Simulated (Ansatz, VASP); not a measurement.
Two plane-wave programs on YbCr2Ge2

```
CELL_PARAMETERS angstrom
0.00000 3.96511 0.00000
3.96511 0.00000 0.00000
1.98256 1.98256 -5.58772
ATOMIC_POSITIONS crystal
Ge 0.38627 0.38627 0.22745
Ge 0.61373 0.61373 0.77255
Cr 0.75000 0.25000 0.50000
Cr 0.25000 0.75000 0.50000
Yb 0.00000 0.00000 0.00000
```

Alike in both runs: functional PBE; k mesh 5 × 5 × 5; collinear spin.

Ansatz relaxed the structure, and its values are those at the end. VASP's run is a single point on that final structure, the one shown.

```csv
,VASP,Ansatz
version,VASP 6.6.1,Ansatz 0.2.0
potentials or method,"VASP PAW PBE potentials, release 64 (Ge_d, Cr_pv, Yb), cutoff 520 eV",PAW plane waves
occupations,"fermi-dirac, width 0.1 eV",fermi-dirac
valence electrons in the cell,76,80
```

|  | VASP | Ansatz | Ansatz less VASP |
| --- | --- | --- | --- |
| gap on the k mesh at the Fermi level (eV) | none | none | - |
| pressure (GPa) | -0.8 | 0.0 | +0.83 |
| rms of the force components (eV/Å) | 0.010 | 0.000 | -0.0097 |
| net moment per atom (μB) | 0.00 | 0.00 | 0.000 |
| size of the moment on the site where the two differ most (μB) | 2.46 | 2.30 | -0.165 |

Site moments also hang on the region over which each program counts them. A gap of «none» marks a metal or a gap that the smearing closes. VASP's potentials hold 76 valence electrons a cell and Ansatz's 80, so a difference there can come from the potentials and not from the codes.

Neither program's run includes spin-orbit coupling.
